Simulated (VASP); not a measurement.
# MgS (Niningerite) (Fm-3m) in VASP: notebook, part 2 of 2

VASP 6.6.1. Earlier steps stand in the parts before.

## 4. Single point, r2SCAN

This run uses another cell than the first one, of 18.31 Å³/atom, 1.040 times its volume.

Input file POSCAR:

```
MgS
1.0
    0.0000000000      2.6358861629      2.6358861629
    2.6358861629      0.0000000000      2.6358861629
    2.6358861629      2.6358861629      0.0000000000
S Mg
1 1
Direct
    0.5000000000      0.5000000000      0.5000000000
    0.0000000000      0.0000000000      0.0000000000
```

Input file INCAR.step1:

```
  ALGO = Normal
  EDIFF = 1E-4
  ENCUT = 520
  GGA = PE
  ISMEAR = -1
  LASPH = T
  LCHARG = F
  LREAL = F
  LWAVE = T
  NBANDS = 11
  NELM = 100
  PREC = Accurate
  SIGMA = 0.05
```

Input file INCAR.step2:

```
  ALGO = Normal
  EDIFF = 1E-6
  ENCUT = 520
  ISIF = 2
  ISMEAR = -1
  ISTART = 1
  LASPH = T
  LCHARG = F
  LMIXTAU = T
  LREAL = F
  LWAVE = F
  METAGGA = R2SCAN
  NBANDS = 11
  NELM = 100
  PREC = Accurate
  SIGMA = 0.05
```

Input file KPOINTS:

```
k-points
0
Gamma
  9 9 9
```

Potentials or basis: VASP PAW PBE potentials, release 64 (S, Mg).

Launch:

```console
$ cat potpaw_PBE.64/S/POTCAR potpaw_PBE.64/Mg/POTCAR > POTCAR
$ cp INCAR.step1 INCAR
$ mpirun -np 1 vasp_std > vasp.out
$ cp INCAR.step2 INCAR
$ mpirun -np 1 vasp_std > vasp.out
```

OUTCAR:

```text
EDIFF = 1E-6
   ENCUT = 520
   ISIF = 2
   ISMEAR = -1
   ISTART = 1
   LASPH = T
   LREAL = F
   METAGGA = R2SCAN
   NELM = 100
   PREC = Accurate

 ion  position               nearest neighbor table
   1  0.500  0.500  0.500-   2 2.64   2 2.64   2 2.64   2 2.64   2 2.64   2 2.64
   2  0.000  0.000  0.000-   1 2.64   1 2.64   1 2.64   1 2.64   1 2.64   1 2.64

  LATTYP: Found a face centered cubic cell.
 ALAT       =     5.2717723258

  Lattice vectors:

 A1 = (   0.0000000000,   2.6358861629,   2.6358861629)
 A2 = (   2.6358861629,   0.0000000000,   2.6358861629)
 A3 = (   2.6358861629,   2.6358861629,   0.0000000000)

Analysis of symmetry for initial positions (statically):
[... 33 lines left out ...]
                                     Primitive cell

  volume of cell :      36.6277

  direct lattice vectors                    reciprocal lattice vectors
     0.000000000  2.635886163  2.635886163    -0.189689527  0.189689527  0.189689527
     2.635886163  0.000000000  2.635886163     0.189689527 -0.189689527  0.189689527
     2.635886163  2.635886163  0.000000000     0.189689527  0.189689527 -0.189689527

  length of vectors
     3.727705960  3.727705960  3.727705960     0.328551899  0.328551899  0.328551899

  position of ions in fractional coordinates (direct lattice)
[... 8 lines left out ...]
----------------------------------------------------------------------------------------

 KPOINTS: k-points

Automatic generation of k-mesh.
 Grid dimensions read from file:
 generate k-points for:    9    9    9

 Generating k-lattice:

  Cartesian coordinates                     Fractional coordinates (reciprocal lattice)
    -0.021076614  0.021076614  0.021076614     0.111111111  0.000000000  0.000000000
     0.021076614 -0.021076614  0.021076614     0.000000000  0.111111111  0.000000000
     0.021076614  0.021076614 -0.021076614     0.000000000  0.000000000  0.111111111

  Length of vectors
     0.036505767  0.036505767  0.036505767

  Shift w.r.t. Gamma in fractional coordinates (k-lattice)
[... 71 lines left out ...]
     AMIX     =   0.40;   BMIX     =  1.00
     AMIX_MAG =   1.60;   BMIX_MAG =  1.00
  volume/ion in A,a.u.               =      18.31       123.59
  Fermi-wavevector in a.u.,A,eV,Ry     =   0.985904  1.863089 13.224967  0.972008
  Thomas-Fermi vector in A             =   2.117246
   LORBIT       =      0    0 simple, 1 ext, 2 COOP (PROOUT), +10 PAW based schemes
   METAGGA = R2SCAN    functional components
   LHFCALC =     F    Hartree Fock is set to
   AEXX    =    0.0000 exact exchange contribution
   IVDW    =     0    specifies the selected vdW correction
   LEPSILON=     F    determine dielectric tensor
   LRPA    =     F    only Hartree local field effects (RPA)
 non-spin polarized calculation
  energy-cutoff  :      520.00
  volume of cell :       36.63
 maximum number of plane-waves:      1002
   NGX = 13   NGY = 13   NGZ = 13

 number of electron       8.0000001 magnetization

 Free energy of the ion-electron system (eV)
  ---------------------------------------------------
  ext. energy  EPLUGINS =         0.00000000
  ---------------------------------------------------
  free energy    TOTEN  =       -15.49366245 eV

  energy without entropy =      -15.49366245  energy(sigma->0) =      -15.49366245

 E-fermi :   4.1341     XC(G=0):  -9.9174

 val. band max:        3.1508584702   @ k =   0.0000   0.0000   0.0000
 cond. band min:       6.6274696261   @ k =   0.4444   0.4444   0.0000
 fundamental gap:      3.4766111559
 Fermi energy:         4.1340639797

 k-point     1 :       0.0000    0.0000    0.0000
  band No.  band energies     occupation
      1      -9.8090      2.00000
      2       3.1509      2.00000
      3       3.1509      2.00000
      4       3.1509      2.00000
      5       7.4437      0.00000
      6      11.7058      0.00000
      7      11.7058      0.00000
      8      11.7058      0.00000
      9      14.0443      0.00000
     10      14.0443      0.00000
     11      16.5819      0.00000
[... 309 lines left out ...]
 k-point    24 :       0.4444    0.4444    0.0000
  band No.  band energies     occupation
      1      -8.2816      2.00000
      2      -0.8222      2.00000
      3       1.5491      2.00000
      4       1.5491      2.00000
      5       6.6275      0.00000
      6       8.2544      0.00000
      7      15.5055      0.00000
      8      16.4027      0.00000
      9      16.8623      0.00000
     10      16.8623      0.00000
     11      20.0301      0.00000

 [... further k-points ...]
[... 5 lines left out ...]
  --------------------------------------------------------------------------------------
  -------------------------------------------------------------------------------------
  Total       -0.7540237     -0.7540237     -0.7540237      0.0000000      0.0000000     -0.0000000
  in kB      -32.9826567    -32.9826567    -32.9826567      0.0000000      0.0000000     -0.0000000
  external PRESSURE =     -32.9826567 kB  Pullay stress =       0.0000000 kB

 VOLUME and BASIS-vectors are now :
 -----------------------------------------------------------------------------
  energy-cutoff  :      520.00
  volume of cell :       36.63
      direct lattice vectors                 reciprocal lattice vectors
     0.000000000  2.635886163  2.635886163    -0.189689527  0.189689527  0.189689527
     2.635886163  0.000000000  2.635886163     0.189689527 -0.189689527  0.189689527
     2.635886163  2.635886163  0.000000000     0.189689527  0.189689527 -0.189689527

 POSITION                                       TOTAL-FORCE (eV/Angst)
 -----------------------------------------------------------------------------------
      2.63589      2.63589      2.63589        -0.000000     -0.000000      0.000000
      0.00000      0.00000      0.00000         0.000000      0.000000     -0.000000
 -----------------------------------------------------------------------------------
    total drift:                                0.000000      0.000000      0.000000

  FREE ENERGIE OF THE ION-ELECTRON SYSTEM (eV)
  ---------------------------------------------------
  free  energy   TOTEN  =       -15.4936624493 eV

  energy  without entropy=      -15.4936624492  energy(sigma->0) =      -15.49366245
```

OUTCAR.step1:

```text
EDIFF = 1E-4
   ENCUT = 520
   GGA = PE
   ISMEAR = -1
   LASPH = T
   LREAL = F
[... 554 lines left out ...]
 -----------------------------------------------------------------------------------
      2.63589      2.63589      2.63589         0.000000      0.000000      0.000000
      0.00000      0.00000      0.00000        -0.000000     -0.000000     -0.000000
 -----------------------------------------------------------------------------------
    total drift:                                0.000000      0.000000      0.000000

  FREE ENERGIE OF THE ION-ELECTRON SYSTEM (eV)
  ---------------------------------------------------
  free  energy   TOTEN  =        -8.4970210390 eV

  energy  without entropy=       -8.4970210389  energy(sigma->0) =       -8.49702104
```

OSZICAR.step1:

```text
N       E                     dE             d eps       ncg     rms          rms(c)
DAV:   1     0.226720694407E+02    0.22672E+02   -0.36021E+03   802   0.593E+02
DAV:   2    -0.741623658259E+01   -0.30088E+02   -0.27982E+02   983   0.993E+01
DAV:   3    -0.890998237988E+01   -0.14937E+01   -0.14897E+01   933   0.234E+01
DAV:   4    -0.891954314457E+01   -0.95608E-02   -0.95598E-02   919   0.224E+00
DAV:   5    -0.891961941193E+01   -0.76267E-04   -0.76267E-04   961   0.202E-01    0.425E+00
DAV:   6    -0.853829522704E+01    0.38132E+00   -0.84992E-01   875   0.356E+00    0.330E+00
DAV:   7    -0.849754292607E+01    0.40752E-01   -0.21724E-01   929   0.199E+00    0.221E+00
DAV:   8    -0.849733355202E+01    0.20937E-03   -0.16013E-02   821   0.765E-01    0.990E-01
DAV:   9    -0.849700485235E+01    0.32870E-03   -0.87177E-04   863   0.169E-01    0.355E-01
DAV:  10    -0.849702103899E+01   -0.16187E-04   -0.23613E-04   765   0.708E-02
   1 F= -.84970210E+01 E0= -.84970210E+01  d E =-.941218E-10
```

Run time: 42 s. Hardware: 1 thread of Intel Xeon Platinum 8488C (Sapphire Rapids), shared host; peak memory 0.17 GiB.

What came out:

```
Free energy            : -15.4937 eV
Pressure               : -3.3 GPa
Band gap on the k mesh : 3.48 eV, indirect (least direct gap 4.29 eV)
```

Levels at points of the mesh, in eV from the valence-band top:
| k point | band 1 | band 2 | band 3 | band 4 | band 5 | band 6 | band 7 | band 8 | band 9 |
| --- | --- | --- | --- | --- | --- | --- | --- | --- | --- |
| (0.00, 0.00, 0.00) | -12.96 | 0.00 | 0.00 | 0.00 | 4.29 | 8.55 | 8.55 | 8.55 | 10.89 |

Caveat: the PAW data sets were made with another functional, which shifts forces and pressure a little. A k mesh can miss the band edges.

## 5. Single point, r2SCAN

This run uses another cell than the first one, of 18.67 Å³/atom, 1.060 times its volume.

Input file POSCAR:

```
MgS
1.0
    0.0000000000      2.6526756995      2.6526756995
    2.6526756995      0.0000000000      2.6526756995
    2.6526756995      2.6526756995      0.0000000000
S Mg
1 1
Direct
    0.5000000000      0.5000000000      0.5000000000
    0.0000000000      0.0000000000      0.0000000000
```

Input file INCAR.step1:

```
PREC = Accurate
ENCUT = 520
ISMEAR = -1
SIGMA = 0.05
LREAL = False
LASPH = True
NELM = 60
NBANDS = 11
GGA = PE
ALGO = Normal
EDIFF = 1E-4
LWAVE = True
LCHARG = False
```

Input file INCAR.step2:

```
PREC = Accurate
ENCUT = 520
EDIFF = 1E-6
ISMEAR = -1
SIGMA = 0.05
LREAL = False
LASPH = True
NELM = 60
ALGO = Normal
ISIF = 2
LWAVE = False
LCHARG = True
METAGGA = R2SCAN
LMIXTAU = True
LELF = True
LVHAR = True
NBANDS = 11
ISTART = 1
```

Input file KPOINTS:

```
regular mesh
0
Gamma
  9 9 9
```

Potentials or basis: VASP PAW PBE potentials, release 64 (S, Mg).

Launch:

```console
$ cat potpaw_PBE.64/S/POTCAR potpaw_PBE.64/Mg/POTCAR > POTCAR
$ cp INCAR.step1 INCAR
$ mpirun -np 1 vasp_std > vasp.out
$ cp INCAR.step2 INCAR
$ mpirun -np 1 vasp_std > vasp.out
```

OUTCAR:

```text
PREC = Accurate
   ENCUT = 520
   EDIFF = 1E-6
   ISMEAR = -1
   LREAL = False
   LASPH = True
   NELM = 60
   ISIF = 2
   METAGGA = R2SCAN
   ISTART = 1

 ion  position               nearest neighbor table
   1  0.500  0.500  0.500-   2 2.65   2 2.65   2 2.65   2 2.65   2 2.65   2 2.65
   2  0.000  0.000  0.000-   1 2.65   1 2.65   1 2.65   1 2.65   1 2.65   1 2.65

  LATTYP: Found a face centered cubic cell.
 ALAT       =     5.3053513990

  Lattice vectors:

 A1 = (   0.0000000000,   2.6526756995,   2.6526756995)
[... 511 lines left out ...]
      5       6.4234      0.00000
      6       8.1452      0.00000
      7      15.1555      0.00000
      8      16.1856      0.00000
      9      16.5286      0.00000
     10      16.5286      0.00000
     11      19.7568      0.00000

 [... further k-points ...]
[... 5 lines left out ...]
  --------------------------------------------------------------------------------------
  -------------------------------------------------------------------------------------
  Total       -1.0614446     -1.0614446     -1.0614446      0.0000000      0.0000000     -0.0000000
  in kB      -45.5538884    -45.5538884    -45.5538884      0.0000000      0.0000000     -0.0000000
  external PRESSURE =     -45.5538884 kB  Pullay stress =       0.0000000 kB

 VOLUME and BASIS-vectors are now :
 -----------------------------------------------------------------------------
  energy-cutoff  :      520.00
  volume of cell :       37.33
      direct lattice vectors                 reciprocal lattice vectors
     0.000000000  2.652675700  2.652675700    -0.188488928  0.188488928  0.188488928
     2.652675700  0.000000000  2.652675700     0.188488928 -0.188488928  0.188488928
     2.652675700  2.652675700  0.000000000     0.188488928  0.188488928 -0.188488928

 POSITION                                       TOTAL-FORCE (eV/Angst)
 -----------------------------------------------------------------------------------
      2.65268      2.65268      2.65268         0.000000     -0.000000     -0.000000
      0.00000      0.00000      0.00000        -0.000000      0.000000      0.000000
 -----------------------------------------------------------------------------------
    total drift:                                0.000000      0.000000      0.000000

  FREE ENERGIE OF THE ION-ELECTRON SYSTEM (eV)
  ---------------------------------------------------
  free  energy   TOTEN  =       -15.4763698819 eV

  energy  without entropy=      -15.4763698818  energy(sigma->0) =      -15.47636988
```

OSZICAR.step1:

```text
N       E                     dE             d eps       ncg     rms          rms(c)
DAV:   1     0.206524588007E+02    0.20652E+02   -0.36172E+03   818   0.596E+02
DAV:   2    -0.755225308844E+01   -0.28205E+02   -0.25884E+02   980   0.972E+01
DAV:   3    -0.890880501747E+01   -0.13566E+01   -0.13548E+01   968   0.224E+01
DAV:   4    -0.891752587205E+01   -0.87209E-02   -0.87202E-02   907   0.213E+00
DAV:   5    -0.891761268128E+01   -0.86809E-04   -0.86809E-04   963   0.206E-01    0.418E+00
DAV:   6    -0.852761888514E+01    0.38999E+00   -0.88233E-01   866   0.360E+00    0.323E+00
DAV:   7    -0.848651674247E+01    0.41102E-01   -0.21795E-01   929   0.198E+00    0.218E+00
DAV:   8    -0.848611351379E+01    0.40323E-03   -0.16506E-02   809   0.777E-01    0.981E-01
DAV:   9    -0.848575630602E+01    0.35721E-03   -0.92271E-04   872   0.171E-01    0.360E-01
DAV:  10    -0.848577106261E+01   -0.14757E-04   -0.25920E-04   797   0.734E-02
   1 F= -.84857711E+01 E0= -.84857711E+01  d E =-.200200E-10
```

Wall time 48 s (1 thread of Intel Xeon Platinum 8488C (Sapphire Rapids), shared host); peak memory 0.17 GiB.

What came out:

```
Free energy            : -15.4764 eV
Pressure               : -4.6 GPa
Band gap on the k mesh : 3.43 eV, indirect (least direct gap 4.14 eV)
```

Caveat: the PAW data sets were made with another functional, which shifts forces and pressure a little. A k mesh can miss the band edges.

## 6. The runs side by side

```tsv
cell	gap on the mesh (eV)	pressure (GPa)
a = 3.679 Å, angles 60.0°, 2 atoms	3.56	-0.5
a = 3.704 Å, angles 60.0°, 2 atoms	3.52	-2.0
a = 3.728 Å, angles 60.0°, 2 atoms	3.48	-3.3
a = 3.751 Å, angles 60.0°, 2 atoms	3.43	-4.6
```

Alike in all rows: task single point; level r2SCAN; potentials or basis VASP PAW PBE potentials, release 64 (S, Mg); no spin polarisation; k mesh 9 × 9 × 9; cutoff (eV) 520; smearing fermi-dirac 0.05 eV.

Caveats: the PAW data sets were made with another functional, which shifts forces and pressure a little.

Absolute energies hang on the potentials; compare differences alone.
